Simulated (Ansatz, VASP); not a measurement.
## AlNi3: VASP beside Ansatz

Contents of POSCAR:

```
AlNi3
1.0
    3.5230547267      0.0000000000      0.0000000000
    0.0000000000      3.5230547267      0.0000000000
    0.0000000000      0.0000000000      3.5230547267
Ni Al
3 1
Direct
    0.5000000000      0.5000000000      0.0000000000
    0.5000000000      0.0000000000      0.5000000000
    0.0000000000      0.5000000000      0.5000000000
    0.0000000000      0.0000000000      0.0000000000
```

File INCAR.step1:

```
SYSTEM = AlNi3
PREC = Accurate ; ENCUT = 520
ISMEAR = -1 ; SIGMA = 0.05
LREAL = .FALSE. ; LASPH = .TRUE.
NELM = 150 ; ISPIN = 2
MAGMOM = 1 1 1 0 ; LMAXMIX = 4
NBANDS = 28 ; GGA = PE
ALGO = Normal ; EDIFF = 1E-4
LWAVE = .TRUE. ; LCHARG = .FALSE.
```

The input INCAR.step2:

```
SYSTEM = AlNi3
PREC = Accurate ; ENCUT = 520
EDIFF = 1E-7 ; ISMEAR = -1
SIGMA = 0.05 ; LREAL = .FALSE.
LASPH = .TRUE. ; NELM = 150
ALGO = Normal ; ISIF = 2
LWAVE = .FALSE. ; LCHARG = .FALSE.
ISPIN = 2 ; MAGMOM = 1 1 1 0
LORBIT = 11 ; LMAXMIX = 4
METAGGA = R2SCAN ; LMIXTAU = .TRUE.
NBANDS = 28 ; ISTART = 1
```

File KPOINTS:

```
regular mesh
0
G
  4 4 4
  0 0 0
```

input.yaml

```yaml
crystal:
  lattice:
    - [3.5230547267, 0.0, 0.0]
    - [0.0, 3.5230547267, 0.0]
    - [0.0, 0.0, 3.5230547267]
  atoms:
    - { symbol: Ni, position: [0.5, 0.5, 0.0], spin: 1.0 }
    - { symbol: Ni, position: [0.5, 0.0, 0.5], spin: 1.0 }
    - { symbol: Ni, position: [0.0, 0.5, 0.5], spin: 1.0 }
    - { symbol: Al, position: [0.0, 0.0, 0.0] }
hamiltonian:
  xc: r2scan
  pseudopotentials: { kind: paw }
magnetization:
  spin_polarized: true
kpoints:
  mp_grid: { grid: [4, 4, 4] }
  band_path:
    path:
      - [[0.0, 0.0, 0.0], [0.0, 0.5, 0.0], [0.5, 0.5, 0.0], [0.0, 0.0, 0.0], [0.5, 0.5, 0.5], [0.0, 0.5, 0.0]]
      - [[0.5, 0.5, 0.0], [0.5, 0.5, 0.5]]
    npoints: 14
scf:
  occupations: { method: fermi_dirac, width: 0.05 }
  n_extra_bands: 10
output:
  forces: true
  stress: true
  eigenvalues: true
  fatbands: false
```

Alike in both runs: functional r2SCAN; k mesh 4 × 4 × 4; occupations fermi-dirac, width 0.05 eV; collinear spin.

|  | VASP | Ansatz |
| --- | --- | --- |
| version | VASP 6.6.1 | Ansatz 0.2.0 |
| potentials or method | VASP PAW PBE potentials, release 64 (Ni, Al) | Ansatz PAW |
| plane-wave cutoff (eV) | 520 | 500 |
| valence electrons in the cell | 33 | 57 |
| task | single point | band structure |

|  | VASP | Ansatz | Ansatz less VASP |
| --- | --- | --- | --- |
| gap on the k mesh at the Fermi level (eV) | none | none | - |
| pressure (GPa) | -0.2 | 0.2 | +0.47 |
| net moment per atom (μB) | 0.00 | 0.19 | +0.193 |
| size of the moment on the site where the two differ most (μB) | 0.00 | 0.31 | +0.307 |

The net moments are unlike, so the other rows may belong to different states. VASP's potentials were made for PBE, not for r2SCAN. Site moments also hang on the region over which each program counts them. A gap of «none» marks a metal or a gap that the smearing closes. VASP's potentials hold 33 valence electrons a cell and Ansatz's 57, so a difference there can come from the potentials and not from the codes.

The k mesh is coarse, so the values compare programs but aren't converged. Noted on Ansatz's run: the magnetic or orbital state may not be the lowest.
